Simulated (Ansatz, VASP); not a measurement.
# NaF in VASP and in Ansatz

Contents of INCAR:

```
SYSTEM = NaF
PREC     = Accurate       ! precision mode
ENCUT    = 520            ! plane-wave cutoff, eV
EDIFF    = 1E-7           ! SCF threshold, eV
ISMEAR   = 0              ! smearing method
SIGMA    = 0.05           ! smearing width, eV
LREAL    = .FALSE.        ! projectors in reciprocal space
LASPH    = .TRUE.         ! aspherical terms in the spheres
NELM     = 80             ! most SCF steps
ALGO     = Normal         ! electronic algorithm
ISIF     = 2              ! what is computed and relaxed
LWAVE    = .FALSE.        ! write WAVECAR
LCHARG   = .FALSE.        ! write CHGCAR
NBANDS   = 14             ! bands
```

The input KPOINTS:

```
Automatic mesh
0
G
  4 4 4
  0 0 0
```

File POSCAR:

```
NaF
1.0
    0.0000000000      2.3233000000      2.3233000000
    2.3233000000      0.0000000000      2.3233000000
    2.3233000000      2.3233000000      0.0000000000
Na F
1 1
Direct
    0.0000000000      0.0000000000      0.0000000000
    0.4784788878      0.4784788878      0.5215211122
```

Input for Ansatz:

```yaml
crystal:
  lattice:
    - [0.0, 2.3233, 2.3233]
    - [2.3233, 0.0, 2.3233]
    - [2.3233, 2.3233, 0.0]
  atoms:
    - { symbol: Na, position: [0.0, 0.0, 0.0] }
    - { symbol: F, position: [0.4784788878, 0.4784788878, 0.5215211122] }
basis:
  ecutwfc: 420
kpoints:
  mp_grid: { grid: [4, 4, 4] }
hamiltonian:
  xc: lda
scf:
  occupations: { method: gaussian, width: 0.05 }
output:
  forces: true
  stress: true
  eigenvalues: true
```

Alike in both runs: task single point; functional LDA; k mesh 4 × 4 × 4; occupations gaussian, width 0.05 eV; no spin polarisation.

```csv
,VASP,Ansatz
version,VASP 6.6.1,Ansatz 0.2.0
potentials or method,"VASP PAW LDA potentials, release 64 (Na_pv, F), cutoff 520 eV","scalar-relativistic, plane waves, PAW"
valence electrons in the cell,14,16
```

Ansatz gave:

```
gap on the k mesh at the Fermi level (eV)                     : 5.94
least direct gap on the mesh (eV)                             : 5.94
pressure (GPa)                                                : -4.3
traceless stress, the component that is largest in VASP (GPa) : 0.68
rms of the force components (eV/Å)                            : 0.111
```

**Question.** What did VASP give for the same quantities?

**Answer.** gap on the k mesh at the Fermi level (eV): 5.91; least direct gap on the mesh (eV): 5.91; pressure (GPa): -4.4; traceless stress, the component that is largest in VASP (GPa): 0.69; rms of the force components (eV/Å): 0.115.

LDA's correlation is that of Perdew and Zunger in VASP and of Perdew and Wang (1992) in Ansatz. Atom by atom the forces differ by 0.004 eV/Å (rms over components). VASP's potentials hold 14 valence electrons a cell and Ansatz's 16, so a difference there can come from the potentials and not from the codes.

The k mesh is coarse, so the values compare programs but aren't converged.
